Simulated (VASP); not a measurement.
# NaF (Fm-3m) in VASP: a series of runs

Runs on NaF. Level: PBE. Tasks: single point.

Program: VASP 6.6.1. These are calculated values, not measurements. Logs are shortened: lines on timing, memory, paths and dates and some standing lists are left out, and cuts for length are marked.

**1. The cell of the first run**

Symmetry: Fm-3m, No. 225, cubic system. Conventional cell: a = 4.647 Å, b = 4.647 Å, c = 4.647 Å, α = 90.00°, β = 90.00°, γ = 90.00°. Within 3.1 Å of Na (site symmetry m-3m) lie 6 F at 2.32 Å. F (site symmetry m-3m) has 6 Na at 2.32 Å within 3.1 Å.

**2. Single point, PBE**

INCAR

```
SYSTEM = NaF
PREC = Accurate
ENCUT = 520
EDIFF = 1E-6
ISMEAR = 0
SIGMA = 0.05
LREAL = .FALSE.
LASPH = .TRUE.
NELM = 80
ALGO = Normal
ISIF = 2
LWAVE = .FALSE.
LCHARG = .TRUE.
GGA = PE
LELF = .TRUE.
LVHAR = .TRUE.
NBANDS = 14
```

KPOINTS

```
Automatic mesh
0
G
  12 12 12
  0 0 0
```

POSCAR

```
NaF
1.0
    0.0000000000      2.3233012604      2.3233012604
    2.3233012604      0.0000000000      2.3233012604
    2.3233012604      2.3233012604      0.0000000000
Na F
1 1
Direct
    0.0000000000      0.0000000000      0.0000000000
    0.5000000000      0.5000000000      0.5000000000
```

Potentials or basis: VASP PAW PBE potentials, release 64 (Na_pv, F).

Launch:

```sh
$ cat potpaw_PBE.64/Na_pv/POTCAR potpaw_PBE.64/F/POTCAR > POTCAR
$ mpirun -np 1 vasp_std > vasp.out
```

OUTCAR:

```text
SYSTEM = NaF
   PREC = Accurate
   ENCUT = 520
   EDIFF = 1E-6
   ISMEAR = 0
   LREAL = .FALSE.
   LASPH = .TRUE.
   NELM = 80
   ISIF = 2
   GGA = PE

 ion  position               nearest neighbor table
   1  0.000  0.000  0.000-   2 2.32   2 2.32   2 2.32   2 2.32   2 2.32   2 2.32
   2  0.500  0.500  0.500-   1 2.32   1 2.32   1 2.32   1 2.32   1 2.32   1 2.32

  LATTYP: Found a face centered cubic cell.
 ALAT       =     4.6466025208

  Lattice vectors:

 A1 = (   0.0000000000,   2.3233012604,   2.3233012604)
 A2 = (   2.3233012604,   0.0000000000,   2.3233012604)
 A3 = (   2.3233012604,   2.3233012604,   0.0000000000)

Analysis of symmetry for initial positions (statically):
=====================================================================
 Subroutine PRICEL returns:
 Original cell was already a primitive cell.

 Routine SETGRP: Setting up the symmetry group for a
 face centered cubic supercell.

 Subroutine GETGRP returns: Found 48 space group operations
 (whereof 48 operations were pure point group operations)
 out of a pool of 48 trial point group operations.

The static configuration has the point symmetry O_h .

Analysis of symmetry for dynamics (positions and initial velocities):
=====================================================================
 Subroutine PRICEL returns:
 Original cell was already a primitive cell.

 Routine SETGRP: Setting up the symmetry group for a
 face centered cubic supercell.

 Subroutine GETGRP returns: Found 48 space group operations
 (whereof 48 operations were pure point group operations)
 out of a pool of 48 trial point group operations.

The dynamic configuration has the point symmetry O_h .

 Subroutine INISYM returns: Found 48 space group operations
 (whereof 48 operations are pure point group operations),
 and found     1 'primitive' translations

----------------------------------------------------------------------------------------

                                     Primitive cell

  volume of cell :      25.0811

  direct lattice vectors                    reciprocal lattice vectors
     0.000000000  2.323301260  2.323301260    -0.215211005  0.215211005  0.215211005
     2.323301260  0.000000000  2.323301260     0.215211005 -0.215211005  0.215211005
     2.323301260  2.323301260  0.000000000     0.215211005  0.215211005 -0.215211005

  length of vectors
     3.285644152  3.285644152  3.285644152     0.372756396  0.372756396  0.372756396

  position of ions in fractional coordinates (direct lattice)
     0.000000000  0.000000000  0.000000000
     0.500000000  0.500000000  0.500000000

  ion indices of the primitive-cell ions
   primitive index   ion index
                 1           1
                 2           2

----------------------------------------------------------------------------------------

 KPOINTS: Automatic mesh

Automatic generation of k-mesh.
 Grid dimensions read from file:
 generate k-points for:   12   12   12

 Generating k-lattice:

  Cartesian coordinates                     Fractional coordinates (reciprocal lattice)
    -0.017934250  0.017934250  0.017934250     0.083333333  0.000000000  0.000000000
     0.017934250 -0.017934250  0.017934250     0.000000000  0.083333333  0.000000000
     0.017934250  0.017934250 -0.017934250     0.000000000  0.000000000  0.083333333

  Length of vectors
     0.031063033  0.031063033  0.031063033

  Shift w.r.t. Gamma in fractional coordinates (k-lattice)
     0.000000000  0.000000000  0.000000000

 Subroutine IBZKPT returns following result:
 ===========================================

 Found     72 irreducible k-points:

 Following reciprocal coordinates:
            Coordinates               Weight
  0.000000  0.000000  0.000000      1.000000
  0.083333  0.000000  0.000000      8.000000
  0.166667  0.000000  0.000000      8.000000
  0.250000  0.000000  0.000000      8.000000
  0.333333  0.000000  0.000000      8.000000
  0.416667  0.000000  0.000000      8.000000
[... 16 lines left out ...]
  0.500000  0.166667  0.000000     24.000000
 -0.416667  0.166667  0.000000     24.000000
 [... further k-points ...]
   k-points           NKPTS =     72   k-points in BZ     NKDIM =     72   number of bands    NBANDS=     14
   number of dos      NEDOS =    301   number of ions     NIONS =      2
   total plane-waves  NPLWV =  13824
   dimension x,y,z NGX =    24 NGY =   24 NGZ =   24
   dimension x,y,z NGXF=    48 NGYF=   48 NGZF=   48
   ions per type =               1   1
   NGX,Y,Z   is equivalent  to a cutoff of  12.14, 12.14, 12.14 a.u.
   NGXF,Y,Z  is equivalent  to a cutoff of  24.29, 24.29, 24.29 a.u.
 SYSTEM =  NaF
   PREC   = accura    normal or accurate (medium, high low for compatibility)
   ISTART =      0    job   : 0-new  1-cont  2-samecut
   ICHARG =      2    charge: 1-file 2-atom 10-const
   ISPIN  =      1    spin polarized calculation?
   LNONCOLLINEAR =      F non collinear calculations
   LSORBIT =      F    spin-orbit coupling
   LASPH  =      T    aspherical Exc in radial PAW
   ENCUT  =  520.0 eV  38.22 Ry    6.18 a.u.   6.11  6.11  6.11*2*pi/ulx,y,z
   NELM   =     80;   NELMIN=  2; NELMDL= -5     # of ELM steps
   EDIFF  = 0.1E-05   stopping-criterion for ELM
   LREAL  =      F    real-space projection
   EDIFFG = 0.1E-04   stopping-criterion for IOM
   NSW    =      0    number of steps for IOM
   IBRION =     -1    ionic relax: 0-MD 1-quasi-New 2-CG
   NFREE  =      0    steps in history (QN), initial steepest desc. (CG)
   ISIF   =      2    stress and relaxation
   ISYM   =      2    0-nonsym 1-usesym 2-fastsym
   POTIM  = 0.5000    time-step for ionic-motion
   TEBEG  =    0.0;   TEEND  =   0.0 temperature during run
   PSTRESS=    0.0 pullay stress
   NELECT =      14.0000    total number of electrons
   NUPDOWN=      -1.0000    fix difference up-down
   EMIN   =  10.00;   EMAX   =-10.00  energy-range for DOS
   EFERMI =   0.00;   METHOD = LEGACY
   ISMEAR =     0;   SIGMA  =   0.05  broadening in eV -4-tet -1-fermi 0-gaus
   EFERMI_NEDOS =   21; number of points for ismear=-14 and -15
   IALGO  =     38    algorithm
   IMIX   =      4    mixing-type and parameters
     AMIX     =   0.40;   BMIX     =  1.00
     AMIX_MAG =   1.60;   BMIX_MAG =  1.00
  volume/ion in A,a.u.               =      12.54        84.63
  Fermi-wavevector in a.u.,A,eV,Ry     =   1.347934  2.547226 24.720782  1.816926
  Thomas-Fermi vector in A             =   2.475644
   LORBIT       =      0    0 simple, 1 ext, 2 COOP (PROOUT), +10 PAW based schemes
   GGA     = PE    functional components
   LHFCALC =     F    Hartree Fock is set to
   AEXX    =    0.0000 exact exchange contribution
   IVDW    =     0    specifies the selected vdW correction
   LEPSILON=     F    determine dielectric tensor
   LRPA    =     F    only Hartree local field effects (RPA)
 non-spin polarized calculation
 Gauss-broadening in eV      SIGMA  =   0.05
  energy-cutoff  :      520.00
  volume of cell :       25.08
 maximum number of plane-waves:       692
   NGX = 13   NGY = 13   NGZ = 13

 number of electron      13.9999982 magnetization

 Free energy of the ion-electron system (eV)
  ---------------------------------------------------
  ext. energy  EPLUGINS =         0.00000000
  ---------------------------------------------------
  free energy    TOTEN  =        -8.56411010 eV

  energy without entropy =       -8.56411010  energy(sigma->0) =       -8.56411010

 E-fermi :  -1.7888     XC(G=0):  -9.1166

 val. band max:       -2.1195876828   @ k =   0.0000   0.0000   0.0000
 cond. band min:       4.1356979393   @ k =   0.0000   0.0000   0.0000
 fundamental gap:      6.2552856221
 Fermi energy:        -1.7887569303

 k-point     1 :       0.0000    0.0000    0.0000
  band No.  band energies     occupation
      1     -21.2786      2.00000
      2     -21.0907      2.00000
      3     -21.0907      2.00000
      4     -21.0907      2.00000
      5      -2.1196      2.00000
      6      -2.1196      2.00000
      7      -2.1196      2.00000
      8       4.1357      0.00000
      9      16.7982      0.00000
     10      16.7982      0.00000
     11      16.7982      0.00000
     12      19.6431      0.00000
     13      21.8116      0.00000
     14      21.8116      0.00000

 k-point     2 :       0.0833    0.0000    0.0000
  band No.  band energies     occupation
      1     -21.4053      2.00000
      2     -21.0915      2.00000
      3     -21.0915      2.00000
      4     -20.9559      2.00000
      5      -2.2577      2.00000
      6      -2.1367      2.00000
      7      -2.1367      2.00000
      8       4.3859      0.00000
      9      15.8203      0.00000
     10      16.9062      0.00000
     11      16.9062      0.00000
     12      20.7402      0.00000
     13      21.5032      0.00000
     14      21.5032      0.00000

 k-point     3 :       0.1667    0.0000    0.0000
  band No.  band energies     occupation
      1     -21.5737      2.00000
      2     -21.0937      2.00000
      3     -21.0937      2.00000
      4     -20.7624      2.00000
      5      -2.5995      2.00000
      6      -2.1833      2.00000
      7      -2.1833      2.00000
      8       5.0580      0.00000
      9      14.3303      0.00000
     10      17.1941      0.00000
     11      17.1941      0.00000
     12      20.9560      0.00000
     13      20.9560      0.00000
     14      22.0204      0.00000
[... 324 lines left out ...]
 k-point    23 :       0.5000    0.1667    0.0000
  band No.  band energies     occupation
      1     -21.8065      2.00000
      2     -21.1266      2.00000
      3     -21.1125      2.00000
      4     -20.4195      2.00000
      5      -3.4959      2.00000
      6      -2.5586      2.00000
      7      -2.4082      2.00000
      8       8.9263      0.00000
      9      10.6847      0.00000
     10      15.7460      0.00000
     11      17.6903      0.00000
     12      18.6975      0.00000
     13      21.9721      0.00000
     14      24.3743      0.00000

 k-point    24 :      -0.4167    0.1667    0.0000
  band No.  band energies     occupation
      1     -21.8206      2.00000
      2     -21.1328      2.00000
      3     -21.1083      2.00000
      4     -20.3991      2.00000
      5      -3.5106      2.00000
      6      -2.5936      2.00000
      7      -2.4010      2.00000
      8       9.1280      0.00000
      9      10.5323      0.00000
     10      15.5498      0.00000
     11      17.8979      0.00000
     12      19.1472      0.00000
     13      21.3240      0.00000
     14      24.1564      0.00000

 [... further k-points ...]
[... 5 lines left out ...]
  --------------------------------------------------------------------------------------
  -------------------------------------------------------------------------------------
  Total        0.2449512      0.2449512      0.2449512      0.0000000      0.0000000      0.0000000
  in kB       15.6474487     15.6474487     15.6474487      0.0000000      0.0000000      0.0000000
  external PRESSURE =      15.6474487 kB  Pullay stress =       0.0000000 kB

 VOLUME and BASIS-vectors are now :
 -----------------------------------------------------------------------------
  energy-cutoff  :      520.00
  volume of cell :       25.08
      direct lattice vectors                 reciprocal lattice vectors
     0.000000000  2.323301260  2.323301260    -0.215211005  0.215211005  0.215211005
     2.323301260  0.000000000  2.323301260     0.215211005 -0.215211005  0.215211005
     2.323301260  2.323301260  0.000000000     0.215211005  0.215211005 -0.215211005

 POSITION                                       TOTAL-FORCE (eV/Angst)
 -----------------------------------------------------------------------------------
      0.00000      0.00000      0.00000        -0.000000      0.000000      0.000000
      2.32330      2.32330      2.32330         0.000000     -0.000000     -0.000000
 -----------------------------------------------------------------------------------
    total drift:                                0.000000     -0.000000      0.000000

  FREE ENERGIE OF THE ION-ELECTRON SYSTEM (eV)
  ---------------------------------------------------
  free  energy   TOTEN  =        -8.5641101031 eV

  energy  without entropy=       -8.5641101031  energy(sigma->0) =       -8.56411010
```

Run time: 14 s. Hardware: 1 thread of Intel Xeon Platinum 8259CL at 2.50GHz (Skylake/Cascade Lake), shared host; peak memory 0.14 GiB.

What came out:

* Free energy: -8.5641 eV
* Pressure: 1.6 GPa
* Band gap on the k mesh: 6.26 eV, direct

Levels at points of the mesh, in eV from the valence-band top:
```
           k point  band 3  band 4  band 5  band 6  band 7  band 8  band 9  band 10  band 11  band 12
(0.00, 0.00, 0.00)  -18.97  -18.97    0.00    0.00    0.00    6.26   18.92    18.92    18.92    21.76
(0.50, 0.00, 0.00)  -18.98  -18.20   -1.57   -0.25   -0.25   10.73   12.40    20.02    20.02    22.82
(0.50, 0.50, 0.00)  -19.02  -18.91   -1.26   -0.40   -0.40   13.08   13.28    13.52    19.66    19.66
```

(Part 1 of 2 ends here.)
